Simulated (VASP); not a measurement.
# MgO (Fm-3m) in VASP: single point with PBE

Aim: the single point of MgO with PBE.

Everything below comes from runs of VASP 6.6.1. Logs are shortened: lines on timing, memory, paths and dates and some standing lists are left out, and cuts for length are marked.

**1. The cell of the first run**

It takes space group Fm-3m (No. 225, cubic). The conventional cell has a = 4.194 Å, b = 4.194 Å, c = 4.194 Å, α = 90.00°, β = 90.00°, γ = 90.00°. Within 2.8 Å of Mg (site symmetry m-3m) lie 6 O at 2.10 Å. O (site symmetry m-3m) has 6 Mg at 2.10 Å within 2.8 Å.

**2. Single point, PBE**

INCAR

```
SYSTEM = MgO
ALGO = Normal ; EDIFF = 1E-6
ENCUT = 840 ; GGA = PE
GGA_COMPAT = .False. ; ISIF = 2
ISMEAR = 0 ; LASPH = .True.
LCHARG = .False. ; LREAL = .False.
LWAVE = .False. ; NBANDS = 15
NELM = 120 ; PREC = Accurate
SIGMA = 0.1
```

KPOINTS

```
k-points
0
Gamma
  8 8 8
  0 0 0
```

POSCAR

```
MgO
1.0
    0.0000000000      2.0970013900      2.0970013900
    2.0970013900      0.0000000000      2.0970013900
    2.0970013900      2.0970013900      0.0000000000
Mg O
1 1
Direct
    0.0000000000      0.0000000000      0.0000000000
    0.5000000000      0.5000000000      0.5000000000
```

Potentials or basis: VASP PAW PBE potentials, release 64 (Mg_sv, O).

On the command line:

```
cat potpaw_PBE.64/Mg_sv/POTCAR potpaw_PBE.64/O/POTCAR > POTCAR
mpirun -np 1 vasp_std > vasp.out
```

OUTCAR:

```text
SYSTEM = MgO
   EDIFF = 1E-6
   ENCUT = 840
   GGA = PE
   ISIF = 2
   ISMEAR = 0
   LASPH = .True.
   LREAL = .False.
   NELM = 120
   PREC = Accurate

 ion  position               nearest neighbor table
   1  0.000  0.000  0.000-   2 2.10   2 2.10   2 2.10   2 2.10   2 2.10   2 2.10
   2  0.500  0.500  0.500-   1 2.10   1 2.10   1 2.10   1 2.10   1 2.10   1 2.10

  LATTYP: Found a face centered cubic cell.
 ALAT       =     4.1940027800

  Lattice vectors:

 A1 = (   0.0000000000,   2.0970013900,   2.0970013900)
 A2 = (   2.0970013900,   0.0000000000,   2.0970013900)
 A3 = (   2.0970013900,   2.0970013900,   0.0000000000)

Analysis of symmetry for initial positions (statically):
=====================================================================
 Subroutine PRICEL returns:
 Original cell was already a primitive cell.

 Routine SETGRP: Setting up the symmetry group for a
 face centered cubic supercell.

 Subroutine GETGRP returns: Found 48 space group operations
 (whereof 48 operations were pure point group operations)
 out of a pool of 48 trial point group operations.

The static configuration has the point symmetry O_h .

Analysis of symmetry for dynamics (positions and initial velocities):
=====================================================================
 Subroutine PRICEL returns:
 Original cell was already a primitive cell.

 Routine SETGRP: Setting up the symmetry group for a
 face centered cubic supercell.

 Subroutine GETGRP returns: Found 48 space group operations
 (whereof 48 operations were pure point group operations)
 out of a pool of 48 trial point group operations.

The dynamic configuration has the point symmetry O_h .

 Subroutine INISYM returns: Found 48 space group operations
 (whereof 48 operations are pure point group operations),
 and found     1 'primitive' translations

----------------------------------------------------------------------------------------

                                     Primitive cell

  volume of cell :      18.4428

  direct lattice vectors                    reciprocal lattice vectors
     0.000000000  2.097001390  2.097001390    -0.238435703  0.238435703  0.238435703
     2.097001390  0.000000000  2.097001390     0.238435703 -0.238435703  0.238435703
     2.097001390  2.097001390  0.000000000     0.238435703  0.238435703 -0.238435703

  length of vectors
     2.965607806  2.965607806  2.965607806     0.412982751  0.412982751  0.412982751

  position of ions in fractional coordinates (direct lattice)
     0.000000000  0.000000000  0.000000000
     0.500000000  0.500000000  0.500000000

  ion indices of the primitive-cell ions
   primitive index   ion index
                 1           1
                 2           2

----------------------------------------------------------------------------------------

 KPOINTS: k-points

Automatic generation of k-mesh.
 Grid dimensions read from file:
 generate k-points for:    8    8    8

 Generating k-lattice:

  Cartesian coordinates                     Fractional coordinates (reciprocal lattice)
    -0.029804463  0.029804463  0.029804463     0.125000000  0.000000000  0.000000000
     0.029804463 -0.029804463  0.029804463     0.000000000  0.125000000  0.000000000
     0.029804463  0.029804463 -0.029804463     0.000000000  0.000000000  0.125000000

  Length of vectors
     0.051622844  0.051622844  0.051622844

  Shift w.r.t. Gamma in fractional coordinates (k-lattice)
     0.000000000  0.000000000  0.000000000

 Subroutine IBZKPT returns following result:
 ===========================================

 Found     29 irreducible k-points:

 Following reciprocal coordinates:
            Coordinates               Weight
  0.000000  0.000000  0.000000      1.000000
  0.125000  0.000000  0.000000      8.000000
  0.250000  0.000000  0.000000      8.000000
  0.375000  0.000000  0.000000      8.000000
  0.500000  0.000000  0.000000      4.000000
  0.125000  0.125000  0.000000      6.000000
[... 16 lines left out ...]
  0.500000  0.250000  0.125000     48.000000
 -0.375000  0.250000  0.125000     24.000000
 [... further k-points ...]
   k-points           NKPTS =     29   k-points in BZ     NKDIM =     29   number of bands    NBANDS=     15
   number of dos      NEDOS =    301   number of ions     NIONS =      2
   total plane-waves  NPLWV =  21952
   dimension x,y,z NGX =    28 NGY =   28 NGZ =   28
   dimension x,y,z NGXF=    56 NGYF=   56 NGZF=   56
   ions per type =               1   1
   NGX,Y,Z   is equivalent  to a cutoff of  15.70, 15.70, 15.70 a.u.
   NGXF,Y,Z  is equivalent  to a cutoff of  31.39, 31.39, 31.39 a.u.
 SYSTEM =  MgO
   PREC   = accura    normal or accurate (medium, high low for compatibility)
   ISTART =      0    job   : 0-new  1-cont  2-samecut
   ICHARG =      2    charge: 1-file 2-atom 10-const
   ISPIN  =      1    spin polarized calculation?
   LNONCOLLINEAR =      F non collinear calculations
   LSORBIT =      F    spin-orbit coupling
   LASPH  =      T    aspherical Exc in radial PAW
   ENCUT  =  840.0 eV  61.74 Ry    7.86 a.u.   7.01  7.01  7.01*2*pi/ulx,y,z
   NELM   =    120;   NELMIN=  2; NELMDL= -5     # of ELM steps
   EDIFF  = 0.1E-05   stopping-criterion for ELM
   LREAL  =      F    real-space projection
   EDIFFG = 0.1E-04   stopping-criterion for IOM
   NSW    =      0    number of steps for IOM
   IBRION =     -1    ionic relax: 0-MD 1-quasi-New 2-CG
   NFREE  =      0    steps in history (QN), initial steepest desc. (CG)
   ISIF   =      2    stress and relaxation
   ISYM   =      2    0-nonsym 1-usesym 2-fastsym
   POTIM  = 0.5000    time-step for ionic-motion
   TEBEG  =    0.0;   TEEND  =   0.0 temperature during run
   PSTRESS=    0.0 pullay stress
   NELECT =      16.0000    total number of electrons
   NUPDOWN=      -1.0000    fix difference up-down
   EMIN   =  10.00;   EMAX   =-10.00  energy-range for DOS
   EFERMI =   0.00;   METHOD = LEGACY
   ISMEAR =     0;   SIGMA  =   0.10  broadening in eV -4-tet -1-fermi 0-gaus
   EFERMI_NEDOS =   21; number of points for ismear=-14 and -15
   IALGO  =     38    algorithm
   IMIX   =      4    mixing-type and parameters
     AMIX     =   0.40;   BMIX     =  1.00
     AMIX_MAG =   1.60;   BMIX_MAG =  1.00
  volume/ion in A,a.u.               =       9.22        62.23
  Fermi-wavevector in a.u.,A,eV,Ry     =   1.561371  2.950563 33.169363  2.437879
  Thomas-Fermi vector in A             =   2.664446
   LORBIT       =      0    0 simple, 1 ext, 2 COOP (PROOUT), +10 PAW based schemes
   GGA     = PE    functional components
   LHFCALC =     F    Hartree Fock is set to
   AEXX    =    0.0000 exact exchange contribution
   IVDW    =     0    specifies the selected vdW correction
   LEPSILON=     F    determine dielectric tensor
   LRPA    =     F    only Hartree local field effects (RPA)
 non-spin polarized calculation
 Gauss-broadening in eV      SIGMA  =   0.10
  energy-cutoff  :      840.00
  volume of cell :       18.44
 maximum number of plane-waves:      1036
   NGX = 13   NGY = 13   NGZ = 13

 number of electron      15.9999993 magnetization

 Free energy of the ion-electron system (eV)
  ---------------------------------------------------
  ext. energy  EPLUGINS =         0.00000000
  ---------------------------------------------------
  free energy    TOTEN  =       -11.86511558 eV

  energy without entropy =      -11.86511558  energy(sigma->0) =      -11.86511558

 E-fermi :   3.4670     XC(G=0): -11.4562

 val. band max:        3.0087577157   @ k =   0.0000   0.0000   0.0000
 cond. band min:       7.8746472878   @ k =   0.0000   0.0000   0.0000
 fundamental gap:      4.8658895720
 Fermi energy:         3.4669837172

 k-point     1 :       0.0000    0.0000    0.0000
  band No.  band energies     occupation
      1     -69.2146      2.00000
      2     -35.9381      2.00000
      3     -35.9381      2.00000
      4     -35.9381      2.00000
      5     -14.3056      2.00000
      6       3.0088      2.00000
      7       3.0088      2.00000
      8       3.0088      2.00000
      9       7.8746      0.00000
     10      18.8879      0.00000
     11      18.8879      0.00000
     12      18.8879      0.00000
     13      22.8353      0.00000
     14      24.6309      0.00000
     15      24.6309      0.00000

 k-point     2 :       0.1250    0.0000    0.0000
  band No.  band energies     occupation
      1     -69.2136      2.00000
      2     -35.9518      2.00000
      3     -35.9395      2.00000
      4     -35.9395      2.00000
      5     -14.1340      2.00000
      6       2.0520      2.00000
      7       2.9030      2.00000
      8       2.9030      2.00000
      9       8.7859      0.00000
     10      17.2047      0.00000
     11      19.2552      0.00000
     12      19.2552      0.00000
     13      23.6959      0.00000
     14      23.6959      0.00000
     15      25.0511      0.00000

 k-point     3 :       0.2500    0.0000    0.0000
  band No.  band energies     occupation
      1     -69.2105      2.00000
      2     -35.9844      2.00000
      3     -35.9429      2.00000
      4     -35.9429      2.00000
      5     -13.6887      2.00000
      6       0.3302      2.00000
      7       2.6594      2.00000
      8       2.6594      2.00000
      9      10.2264      0.00000
     10      15.6738      0.00000
     11      19.7812      0.00000
     12      19.7812      0.00000
     13      23.3025      0.00000
     14      23.3025      0.00000
     15      25.2711      0.00000
[... 343 lines left out ...]
 k-point    23 :       0.5000    0.2500    0.1250
  band No.  band energies     occupation
      1     -69.2056      2.00000
      2     -36.0077      2.00000
      3     -35.9676      2.00000
      4     -35.9524      2.00000
      5     -12.9913      2.00000
      6      -0.7313      2.00000
      7       1.2651      2.00000
      8       2.1264      2.00000
      9      12.6221      0.00000
     10      14.7601      0.00000
     11      17.1047      0.00000
     12      20.3321      0.00000
     13      22.8474      0.00000
     14      25.5962      0.00000
     15      29.2832      0.00000

 k-point    24 :      -0.3750    0.2500    0.1250
  band No.  band energies     occupation
      1     -69.2046      2.00000
      2     -36.0151      2.00000
      3     -35.9699      2.00000
      4     -35.9552      2.00000
      5     -12.8192      2.00000
      6      -1.0291      2.00000
      7       1.0552      2.00000
      8       2.0060      2.00000
      9      12.7793      0.00000
     10      15.3397      0.00000
     11      16.6700      0.00000
     12      20.0868      0.00000
     13      23.6985      0.00000
     14      25.2769      0.00000
     15      29.4117      0.00000

 [... further k-points ...]

------------------------ aborting loop because EDIFF is reached ----------------------------------------

  FORCE on cell =-STRESS in cart. coord.  units (eV):
  Direction    XX          YY          ZZ          XY          YZ          ZX
  --------------------------------------------------------------------------------------
  -------------------------------------------------------------------------------------
  Total        0.8089164      0.8089164      0.8089164     -0.0000000     -0.0000000      0.0000000
  in kB       70.2729295     70.2729295     70.2729295     -0.0000000     -0.0000000      0.0000000
  external PRESSURE =      70.2729295 kB  Pullay stress =       0.0000000 kB

 VOLUME and BASIS-vectors are now :
 -----------------------------------------------------------------------------
  energy-cutoff  :      840.00
  volume of cell :       18.44
      direct lattice vectors                 reciprocal lattice vectors
     0.000000000  2.097001390  2.097001390    -0.238435703  0.238435703  0.238435703
     2.097001390  0.000000000  2.097001390     0.238435703 -0.238435703  0.238435703
     2.097001390  2.097001390  0.000000000     0.238435703  0.238435703 -0.238435703

 POSITION                                       TOTAL-FORCE (eV/Angst)
 -----------------------------------------------------------------------------------
      0.00000      0.00000      0.00000         0.000000      0.000000      0.000000
      2.09700      2.09700      2.09700        -0.000000     -0.000000     -0.000000
 -----------------------------------------------------------------------------------
    total drift:                                0.000000      0.000000      0.000000

  FREE ENERGIE OF THE ION-ELECTRON SYSTEM (eV)
  ---------------------------------------------------
  free  energy   TOTEN  =       -11.8651155804 eV

  energy  without entropy=      -11.8651155804  energy(sigma->0) =      -11.86511558
```

Run time: 8 s. Hardware: 1 thread of Intel Xeon Platinum 8488C (Sapphire Rapids), shared host; peak memory 0.15 GiB.

Results:

```
Free energy            : -11.8651 eV
Pressure               : 7.0 GPa
Band gap on the k mesh : 4.87 eV
```

Levels at points of the mesh, in eV from the valence-band top:
```
           k point  band 4  band 5  band 6  band 7  band 8  band 9  band 10  band 11  band 12  band 13
(0.00, 0.00, 0.00)  -38.95  -17.31    0.00    0.00    0.00    4.87    15.88    15.88    15.88    19.83
(0.50, 0.00, 0.00)  -38.96  -15.97   -4.67   -0.67   -0.67    7.99    12.76    16.47    16.47    21.15
(0.50, 0.50, 0.00)  -38.98  -15.75   -4.11   -1.36   -1.36    9.14    10.14    13.24    19.19    19.19
```

Caveat: the cell stands under pressure.
